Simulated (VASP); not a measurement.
Write the native input for VASP 6.6.1 that does the following.

```yaml
Task: relaxation of cell and atoms
Functional: PBE
Potentials_or_basis: VASP PAW PBE potentials, release 64 (Ca_sv, Pt, S)
Cutoff: 600 eV
k_mesh: 4 × 4 × 4
Occupations: gaussian, width 0.1 eV
Spin: no spin polarisation
Dipole_correction: no
Further_INCAR_settings: ALGO = Normal; EDIFF = 1e-06; IBRION = 2; EDIFFG = -0.04; NSW = 90; ISIF = 3
```

The structure of CaPtS3 lies in POSCAR:

```
CaPtS3
1.0
    3.3121640100      1.9122787800      5.4087411800
   -3.3121640100      1.9122787800      5.4087411800
    0.0000000000     -3.8245575600      5.4087411800
Ca Pt S
2 2 6
Direct
    0.7500000000      0.7500000000      0.7500000000
    0.2500000000      0.2500000000      0.2500000000
    0.5000000000      0.5000000000      0.5000000000
    0.0000000000      0.0000000000      0.0000000000
    0.8314005200      0.2500000000      0.6685994800
    0.6685994800      0.8314005200      0.2500000000
    0.2500000000      0.6685994800      0.8314005200
    0.1685994800      0.7500000000      0.3314005200
    0.3314005200      0.1685994800      0.7500000000
    0.7500000000      0.3314005200      0.1685994800
```

The input as run:

INCAR

```
SYSTEM = CaPtS3
PREC = Accurate
ENCUT = 600
EDIFF = 1E-6
ISMEAR = 0
SIGMA = 0.1
LREAL = .FALSE.
LASPH = .TRUE.
NELM = 60
ALGO = Normal
ISIF = 3
LWAVE = .FALSE.
LCHARG = .FALSE.
GGA = PE
IBRION = 2
NSW = 90
EDIFFG = -0.04
```

KPOINTS

```
Automatic mesh
0
G
  4 4 4
  0 0 0
```

Potentials or basis: VASP PAW PBE potentials, release 64 (Ca_sv, Pt, S).

Launch:

```console
$ cat potpaw_PBE.64/Ca_sv/POTCAR potpaw_PBE.64/Pt/POTCAR potpaw_PBE.64/S/POTCAR > POTCAR
$ mpirun -np 1 vasp_std > vasp.out
```

It gave:

The relaxed volume is 19.49 Å³/atom. The relaxed cell is a = 6.100 Å, b = 6.100 Å, c = 6.100 Å, α = 70.36°, β = 70.36°, γ = 70.36°, the space group after relaxing (to 0.1 Å) is R-3c (No. 167) and the energy gained by relaxing is 82.6 meV/atom. The ionic steps are 12, the pressure after relaxing is 0.1 GPa and the largest force after relaxing is 0.035 eV/Å. The band gap on the k mesh is zero (bands 38 and 39 overlap by 0.23 eV).

Caveat: spin-orbit coupling is left out, which moves the levels of the heavy elements.

Wall time 16 min on 1 thread of Intel(R) Xeon(R) 6975P-C (Granite Rapids), on a shared host, peak memory 0.52 GiB.
